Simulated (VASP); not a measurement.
BN, 2 atoms in the cell. Symmetry: F-43m, No. 216, cubic system. Conventional cell: a = 3.565 Å, b = 3.565 Å, c = 3.565 Å, α = 90.00°, β = 90.00°, γ = 90.00°. N (site symmetry -43m) has 4 B at 1.54 Å within 2.1 Å. Within 2.1 Å of B (site symmetry -43m) lie 4 N at 1.54 Å. 

| Quantity | Value |
| --- | --- |
| Program | VASP 6.6.1 |
| Task | relaxation of cell and atoms |
| Functional | HSE06 |
| Potentials or basis | VASP PAW PBE potentials, release 64 (N, B) |
| Cutoff | 600 eV |
| k mesh | 6 × 6 × 6 |
| Occupations | gaussian, width 0.03 eV |
| Spin | no spin polarisation |
| Tolerance level | standard |
| Purpose | cell |
| Passes | 2 |
| Further INCAR settings | ALGO = Normal; EDIFF = 1e-07 |
| Share of exact exchange | 0.25 |
| Grid for exact exchange (PRECFOCK) | Normal |
| Screening parameter | 0.2 1/Å |

Potentials or basis: VASP PAW PBE potentials, release 64 (N, B).

Command:

```console
$ cat potpaw_PBE.64/N/POTCAR potpaw_PBE.64/B/POTCAR > POTCAR
$ cp INCAR.step1 INCAR
$ cp POSCAR.step1 POSCAR
$ mpirun -np 2 vasp_std > vasp.out
$ cp INCAR.step2 INCAR
$ mpirun -np 2 vasp_std > vasp.out
$ cp CONTCAR POSCAR
$ mpirun -np 2 vasp_std > vasp.out
$ cp CONTCAR POSCAR
$ cp INCAR.step4 INCAR
$ mpirun -np 2 vasp_std > vasp.out
```

Hardware: 2 MPI ranks on Intel(R) Xeon(R) Platinum 8488C (Sapphire Rapids), with other jobs on the host.

Problem. How long does it take, and how much memory?

Solution. It took 3.1 min on 2 MPI ranks on Intel(R) Xeon(R) Platinum 8488C (Sapphire Rapids), on a shared host, peak memory 0.2 GiB a rank. Counts: k points 16, ion steps 4.
